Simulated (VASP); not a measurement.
# H4BrN (P-43m) in VASP: further runs, part 2 of 2

VASP 6.6.1. The steps go on from the part before.

## Step 3: Single point, LDA

This run uses another cell than the first one, of 9.81 Å³/atom.

File INCAR:

```
SYSTEM = H4BrN
ALGO = Normal
EDIFF = 1E-6
ENCUT = 1330
GGA_COMPAT = .False.
ISIF = 2
ISMEAR = -1
LASPH = .True.
LCHARG = .False.
LREAL = .False.
LWAVE = .False.
NBANDS = 17
NELM = 120
PREC = Accurate
SIGMA = 0.01
```

File KPOINTS:

```
k-points
0
Gamma
  4 4 4
  0 0 0
```

File POSCAR:

```
H4BrN
1.0
    3.8904913715      0.0000000000      0.0000000000
    0.0000000000      3.8904913715      0.0000000000
    0.0000000000      0.0000000000      3.8904913715
H Br N
4 1 1
Direct
    0.1556976959      0.1556976959      0.1556976959
    0.1556976959      0.8443023041      0.8443023041
    0.8443023041      0.1556976959      0.8443023041
    0.8443023041      0.8443023041      0.1556976959
    0.5000000000      0.5000000000      0.5000000000
    0.0000000000      0.0000000000      0.0000000000
```

Potentials or basis: VASP PAW LDA potentials, release 64 (H_h, Br, N_h).

Command:

```bash
$ cat potpaw_LDA.64/H_h/POTCAR potpaw_LDA.64/Br/POTCAR potpaw_LDA.64/N_h/POTCAR > POTCAR
$ mpirun -np 1 vasp_std > vasp.out
```

OUTCAR:

```text
SYSTEM = H4BrN
   EDIFF = 1E-6
   ENCUT = 1330
   ISIF = 2
   ISMEAR = -1
   LASPH = .True.
   LREAL = .False.
   NELM = 120
   PREC = Accurate

 ion  position               nearest neighbor table
   1  0.156  0.156  0.156-   6 1.05
   2  0.156  0.844  0.844-   6 1.05
   3  0.844  0.156  0.844-   6 1.05
   4  0.844  0.844  0.156-   6 1.05
   5  0.500  0.500  0.500-
   6  0.000  0.000  0.000-   1 1.05   2 1.05   3 1.05   4 1.05

  LATTYP: Found a simple cubic cell.
 ALAT       =     3.8904913715

  Lattice vectors:

 A1 = (   3.8904913715,   0.0000000000,   0.0000000000)
 A2 = (   0.0000000000,   3.8904913715,   0.0000000000)
 A3 = (   0.0000000000,   0.0000000000,   3.8904913715)

Analysis of symmetry for initial positions (statically):
=====================================================================
 Subroutine PRICEL returns:
 Original cell was already a primitive cell.

 Routine SETGRP: Setting up the symmetry group for a
 simple cubic supercell.

 Subroutine GETGRP returns: Found 24 space group operations
 (whereof 24 operations were pure point group operations)
 out of a pool of 48 trial point group operations.

The static configuration has the point symmetry T_d .

Analysis of symmetry for dynamics (positions and initial velocities):
=====================================================================
 Subroutine PRICEL returns:
 Original cell was already a primitive cell.

 Routine SETGRP: Setting up the symmetry group for a
 simple cubic supercell.

 Subroutine GETGRP returns: Found 24 space group operations
 (whereof 24 operations were pure point group operations)
 out of a pool of 48 trial point group operations.

The dynamic configuration has the point symmetry T_d .

 Subroutine INISYM returns: Found 24 space group operations
 (whereof 24 operations are pure point group operations),
 and found     1 'primitive' translations

----------------------------------------------------------------------------------------

                                     Primitive cell

  volume of cell :      58.8862

  direct lattice vectors                    reciprocal lattice vectors
     3.890491372  0.000000000  0.000000000     0.257036941  0.000000000  0.000000000
     0.000000000  3.890491372  0.000000000     0.000000000  0.257036941  0.000000000
     0.000000000  0.000000000  3.890491372     0.000000000  0.000000000  0.257036941

  length of vectors
     3.890491372  3.890491372  3.890491372     0.257036941  0.257036941  0.257036941

  position of ions in fractional coordinates (direct lattice)
     0.155697696  0.155697696  0.155697696
     0.155697696  0.844302304  0.844302304
     0.844302304  0.155697696  0.844302304
     0.844302304  0.844302304  0.155697696
     0.500000000  0.500000000  0.500000000
     0.000000000  0.000000000  0.000000000

  ion indices of the primitive-cell ions
   primitive index   ion index
                 1           1
                 2           2
                 3           3
                 4           4
                 5           5
                 6           6

[... 27 lines left out ...]
            Coordinates               Weight
  0.000000  0.000000  0.000000      1.000000
  0.250000  0.000000  0.000000      6.000000
  0.500000  0.000000  0.000000      3.000000
  0.250000  0.250000  0.000000     12.000000
  0.500000  0.250000  0.000000     12.000000
  0.500000  0.500000  0.000000      3.000000
  0.250000  0.250000  0.250000      8.000000
  0.500000  0.250000  0.250000     12.000000
  0.500000  0.500000  0.250000      6.000000
  0.500000  0.500000  0.500000      1.000000
   k-points           NKPTS =     10   k-points in BZ     NKDIM =     10   number of bands    NBANDS=     17
   number of dos      NEDOS =    301   number of ions     NIONS =      6
   total plane-waves  NPLWV = 110592
   dimension x,y,z NGX =    48 NGY =   48 NGZ =   48
   dimension x,y,z NGXF=    96 NGYF=   96 NGZF=   96
   ions per type =               4   1   1
   NGX,Y,Z   is equivalent  to a cutoff of  20.51, 20.51, 20.51 a.u.
   NGXF,Y,Z  is equivalent  to a cutoff of  41.02, 41.02, 41.02 a.u.
 SYSTEM =  H4BrN
   PREC   = accura    normal or accurate (medium, high low for compatibility)
   ISTART =      0    job   : 0-new  1-cont  2-samecut
   ICHARG =      2    charge: 1-file 2-atom 10-const
   ISPIN  =      1    spin polarized calculation?
   LNONCOLLINEAR =      F non collinear calculations
   LSORBIT =      F    spin-orbit coupling
   LASPH  =      T    aspherical Exc in radial PAW
   ENCUT  = 1330.0 eV  97.75 Ry    9.89 a.u.  11.57 11.57 11.57*2*pi/ulx,y,z
   NELM   =    120;   NELMIN=  2; NELMDL= -5     # of ELM steps
   EDIFF  = 0.1E-05   stopping-criterion for ELM
   LREAL  =      F    real-space projection
   EDIFFG = 0.1E-04   stopping-criterion for IOM
   NSW    =      0    number of steps for IOM
   IBRION =     -1    ionic relax: 0-MD 1-quasi-New 2-CG
   NFREE  =      0    steps in history (QN), initial steepest desc. (CG)
   ISIF   =      2    stress and relaxation
   ISYM   =      2    0-nonsym 1-usesym 2-fastsym
   POTIM  = 0.5000    time-step for ionic-motion
   TEBEG  =    0.0;   TEEND  =   0.0 temperature during run
   PSTRESS=    0.0 pullay stress
   NELECT =      16.0000    total number of electrons
   NUPDOWN=      -1.0000    fix difference up-down
   EMIN   =  10.00;   EMAX   =-10.00  energy-range for DOS
   EFERMI =   0.00;   METHOD = LEGACY
   ISMEAR =    -1;   SIGMA  =   0.01  broadening in eV -4-tet -1-fermi 0-gaus
   EFERMI_NEDOS =   21; number of points for ismear=-14 and -15
   IALGO  =     38    algorithm
   IMIX   =      4    mixing-type and parameters
     AMIX     =   0.40;   BMIX     =  1.00
     AMIX_MAG =   1.60;   BMIX_MAG =  1.00
  volume/ion in A,a.u.               =       9.81        66.23
  Fermi-wavevector in a.u.,A,eV,Ry     =   1.060336  2.003745 15.297213  1.124313
  Thomas-Fermi vector in A             =   2.195714
   LORBIT       =      0    0 simple, 1 ext, 2 COOP (PROOUT), +10 PAW based schemes
   GGA     = CA    functional components
   LHFCALC =     F    Hartree Fock is set to
   AEXX    =    0.0000 exact exchange contribution
   IVDW    =     0    specifies the selected vdW correction
   LEPSILON=     F    determine dielectric tensor
   LRPA    =     F    only Hartree local field effects (RPA)
 non-spin polarized calculation
  energy-cutoff  :     1330.00
  volume of cell :       58.89
 maximum number of plane-waves:      6530
 NGX is ok and might be reduce to    48
   NGX = 23   NGY = 23   NGZ = 23

 number of electron      15.9999999 magnetization

 Free energy of the ion-electron system (eV)
  ---------------------------------------------------
  ext. energy  EPLUGINS =         0.00000000
  ---------------------------------------------------
  free energy    TOTEN  =       -28.67296898 eV

  energy without entropy =      -28.67296898  energy(sigma->0) =      -28.67296898

 E-fermi :   0.3592     XC(G=0):  -9.0899

 val. band max:        0.0471781594   @ k =   0.5000   0.5000   0.0000
 cond. band min:       4.3750256593   @ k =   0.0000   0.0000   0.0000
 fundamental gap:      4.3278474998
 Fermi energy:         0.3592178422

 k-point     1 :       0.0000    0.0000    0.0000
  band No.  band energies     occupation
      1     -17.5345      2.00000
      2     -12.7230      2.00000
      3      -6.9533      2.00000
      4      -6.9533      2.00000
      5      -6.9533      2.00000
      6       0.0352      2.00000
[... 177 lines left out ...]
      4      -7.2556      2.00000
      5      -7.2556      2.00000
      6      -1.6464      2.00000
[... 9 lines left out ...]
     16      17.9714      0.00000
     17      17.9763      0.00000

------------------------ aborting loop because EDIFF is reached ----------------------------------------

  FORCE on cell =-STRESS in cart. coord.  units (eV):
  Direction    XX          YY          ZZ          XY          YZ          ZX
  --------------------------------------------------------------------------------------
  -------------------------------------------------------------------------------------
  Total        0.0724234      0.0724234      0.0724234     -0.0000000      0.0000000      0.0000000
  in kB        1.9704990      1.9704990      1.9704990     -0.0000000      0.0000000      0.0000000
  external PRESSURE =       1.9704990 kB  Pullay stress =       0.0000000 kB

 VOLUME and BASIS-vectors are now :
 -----------------------------------------------------------------------------
  energy-cutoff  :     1330.00
  volume of cell :       58.89
      direct lattice vectors                 reciprocal lattice vectors
     3.890491372  0.000000000  0.000000000     0.257036941  0.000000000  0.000000000
     0.000000000  3.890491372  0.000000000     0.000000000  0.257036941  0.000000000
     0.000000000  0.000000000  3.890491372     0.000000000  0.000000000  0.257036941

 POSITION                                       TOTAL-FORCE (eV/Angst)
 -----------------------------------------------------------------------------------
      0.60574      0.60574      0.60574         0.051174      0.051174      0.051174
      0.60574      3.28475      3.28475         0.051174     -0.051174     -0.051174
      3.28475      0.60574      3.28475        -0.051174      0.051174     -0.051174
      3.28475      3.28475      0.60574        -0.051174     -0.051174      0.051174
      1.94525      1.94525      1.94525        -0.000000      0.000000      0.000000
      0.00000      0.00000      0.00000        -0.000000      0.000000     -0.000000
 -----------------------------------------------------------------------------------
    total drift:                               -0.000000     -0.000000     -0.000000

  FREE ENERGIE OF THE ION-ELECTRON SYSTEM (eV)
  ---------------------------------------------------
  free  energy   TOTEN  =       -28.6729689825 eV

  energy  without entropy=      -28.6729689825  energy(sigma->0) =      -28.67296898
```

OSZICAR:

```text
N       E                     dE             d eps       ncg     rms          rms(c)
DAV:   1     0.961607105218E+02    0.96161E+02   -0.11542E+04   340   0.173E+03
DAV:   2    -0.169463313575E+02   -0.11311E+03   -0.10026E+03   446   0.205E+02
DAV:   3    -0.304467018744E+02   -0.13500E+02   -0.13309E+02   427   0.738E+01
DAV:   4    -0.306623417243E+02   -0.21564E+00   -0.21550E+00   414   0.105E+01
DAV:   5    -0.306636788932E+02   -0.13372E-02   -0.13371E-02   463   0.848E-01    0.831E+00
DAV:   6    -0.288053268436E+02    0.18584E+01   -0.27593E+00   399   0.122E+01    0.333E+00
DAV:   7    -0.287117018718E+02    0.93625E-01   -0.41992E-01   374   0.447E+00    0.210E+00
DAV:   8    -0.286745875961E+02    0.37114E-01   -0.52726E-02   393   0.159E+00    0.316E-01
DAV:   9    -0.286728194561E+02    0.17681E-02   -0.29088E-03   478   0.558E-01    0.115E-01
DAV:  10    -0.286729590958E+02   -0.13964E-03   -0.81364E-04   362   0.202E-01    0.366E-02
DAV:  11    -0.286729652801E+02   -0.61844E-05   -0.28832E-05   427   0.460E-02    0.185E-02
DAV:  12    -0.286729689268E+02   -0.36467E-05   -0.88352E-06   396   0.213E-02    0.284E-03
DAV:  13    -0.286729689825E+02   -0.55689E-07   -0.72451E-07   281   0.729E-03
   1 F= -.28672969E+02 E0= -.28672969E+02  d E =-.110902E-14
```

stdout:

```text
POSCAR found type information on POSCAR H BrN
 POSCAR found :  3 types and       6 ions
 scaLAPACK will be used
 LDA part: xc-table for (Slater(with rela. corr.)+CA(PZ))
 , standard interpolation
 POSCAR, INCAR and KPOINTS ok, starting setup
 FFT: planning ... GRIDC
 FFT: planning ... GRID_SOFT
 FFT: planning ... GRID
 WAVECAR not read
 entering main loop
```

It took 28 s on 1 thread of AMD EPYC 7R13 (Zen 3), shared host; peak memory 0.24 GiB.

What came out:

```yaml
Free_energy: -28.6730 eV
Pressure: 0.2 GPa
Largest_force: 0.089 eV/Å
Band_gap_on_the_k_mesh: 4.33 eV (least direct gap 4.34 eV)
```

Forces on the atoms (eV/Å):
```
H    0.051  0.051  0.051
H    0.051 -0.051 -0.051
H   -0.051  0.051 -0.051
H   -0.051 -0.051  0.051
Br   0.000  0.000  0.000
N    0.000  0.000  0.000
```

Levels at points of the mesh, in eV from the valence-band top:
| k point | band 5 | band 6 | band 7 | band 8 | band 9 | band 10 | band 11 | band 12 |
| --- | --- | --- | --- | --- | --- | --- | --- | --- |
| (0.00, 0.00, 0.00) | -7.00 | -0.01 | -0.01 | -0.01 | 4.33 | 6.61 | 6.61 | 9.89 |
| (0.50, 0.00, 0.00) | -6.87 | -2.12 | -0.24 | -0.24 | 7.26 | 8.60 | 8.79 | 9.31 |
| (0.50, 0.50, 0.00) | -6.72 | -1.04 | -1.04 | 0.00 | 5.54 | 6.46 | 7.95 | 7.95 |
| (0.50, 0.50, 0.50) | -7.30 | -1.69 | -1.69 | -1.69 | 7.96 | 7.96 | 7.96 | 10.59 |

A k mesh can miss the band edges. A hybrid or GW would open this gap; LDA tends to underestimate it.
